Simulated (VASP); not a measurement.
Here is a VASP 6.6.1 calculation.

INCAR

```
ALGO = Normal
EDIFF = 1E-6
ENCUT = 600
GGA = PE
GGA_COMPAT = F
ISIF = 2
ISMEAR = 0
LASPH = T
LCHARG = F
LREAL = F
LWAVE = F
NBANDS = 11
NELM = 120
PREC = Accurate
SIGMA = 0.01
```

The input KPOINTS:

```
k-points
0
Gamma
  12 12 12
```

POSCAR

```
MgO
1.0
    0.0000000000      1.7552448645      1.7552448645
    1.7552448645      0.0000000000      1.7552448645
    1.7552448645      1.7552448645      0.0000000000
Mg O
1 1
Direct
    0.0000000000      0.0000000000      0.0000000000
    0.5000000000      0.5000000000      0.5000000000
```

Potentials or basis: VASP PAW PBE potentials, release 64 (Mg, O).

Launch:

```sh
$ cat potpaw_PBE.64/Mg/POTCAR potpaw_PBE.64/O/POTCAR > POTCAR
$ mpirun -np 1 vasp_std > vasp.out
```

(1) Predict the band gap on the k mesh.

(2) Estimate the pressure.

## Answers

(1) 9.01 eV (least direct gap 11.25 eV).

(2) 287.2 GPa.

Caveat: the cell stands under pressure.
